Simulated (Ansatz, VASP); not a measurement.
## Si2W: VASP beside Ansatz

```
Si W
1.0
    -1.60187    1.60187    3.69347
     1.60187   -1.60187    3.69347
     1.60187    1.60187   -3.69347
Si W
2 1
Cartesian
  0.0000 0.0000 2.3910
  0.0000 0.0000 4.9960
  0.0000 0.0000 0.0000
```

Alike in both runs: task single point; functional PBE; k mesh 18 × 18 × 18; occupations gaussian, width 0.1 eV; no spin polarisation.

|  | VASP | Ansatz |
| --- | --- | --- |
| version | VASP 6.6.1 | Ansatz 0.2.0 |
| potentials or method | VASP PAW PBE potentials, release 64 (Si, W_sv), cutoff 520 eV | scalar-relativistic, plane waves, PAW |
| valence electrons in the cell | 22 | 22 |

Ansatz gave:

- gap on the k mesh at the Fermi level (eV): none
- pressure (GPa): 23.5
- traceless stress, the component that is largest in VASP (GPa): 26.06
- rms of the force components (eV/Å): 1.037

**Question.** Estimate VASP's values.

**Answer.** gap on the k mesh at the Fermi level (eV): none; pressure (GPa): 23.7; traceless stress, the component that is largest in VASP (GPa): 26.06; rms of the force components (eV/Å): 1.036.

Atom by atom the forces differ by 0.001 eV/Å (rms over components). A gap of «none» marks a metal or a gap that the smearing closes.

Neither program's run includes spin-orbit coupling.
